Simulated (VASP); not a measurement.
Write the native input for VASP 6.6.1 that does the following.

| Item | Value |
| --- | --- |
| Task | single point |
| Functional | PBE |
| Potentials or basis | VASP PAW PBE potentials, release 64 (Al, Si) |
| Cutoff | 520 eV |
| k mesh | 5 × 5 × 1 |
| Occupations | gaussian, width 0.1 eV |
| Spin | no spin polarisation |
| Dipole correction | yes |
| Further INCAR settings | ALGO = Normal; EDIFF = 1e-06; NBANDS = 32 |

The structure of Al12Si lies in POSCAR:

```
Al12Si
1.0
    5.7143028096      0.0000000000      0.0000000000
    0.0000000000      5.7143028096      0.0000000000
    0.0000000000      0.0000000000     19.6750228547
Al Si
12 1
Direct
    0.2500000000      0.2500000000      0.2033034487
    0.2500000000      0.7500000000      0.2033034487
    0.7500000000      0.2500000000      0.2033034487
    0.7500000000      0.7500000000      0.2033034487
    0.0000000000      0.0000000000      0.3092772455
    0.0000000000      0.5000000000      0.3092772455
    0.5000000000      0.0000000000      0.3092772455
    0.5000000000      0.5000000000      0.3092772455
    0.2500000000      0.2500000000      0.4155025849
    0.2500000000      0.7500000000      0.4155025849
    0.7500000000      0.2500000000      0.4155025849
    0.7500000000      0.7500000000      0.4155025849
    0.3333333333      0.4166666667      0.5210904555
```

The input as run:

INCAR

```
ALGO = Normal
DIPOL = 0.5 0.5 0.326
EDIFF = 1E-6
ENCUT = 520
GGA = PE
IDIPOL = 3
ISIF = 2
ISMEAR = 0
LASPH = T
LCHARG = T
LDIPOL = T
LELF = T
LREAL = F
LVACPOTAV = T
LVHAR = T
LWAVE = F
NBANDS = 32
NELM = 60
PREC = Accurate
SIGMA = 0.1
```

KPOINTS

```
k-points
0
Gamma
  5 5 1
```

Potentials or basis: VASP PAW PBE potentials, release 64 (Al, Si).

The run is started by

```console
$ cat potpaw_PBE.64/Al/POTCAR potpaw_PBE.64/Si/POTCAR > POTCAR
$ mpirun -np 1 vasp_std > vasp.out
```

Results of the run:

* Largest force: 1.299 eV/Å
* Band gap on the k mesh: zero (bands 20 and 21 overlap by 0.88 eV)

Run time: 4.8 min on 1 thread of AMD EPYC 7R13 Processor (Zen 3), with other jobs on the host, peak memory 0.65 GiB.
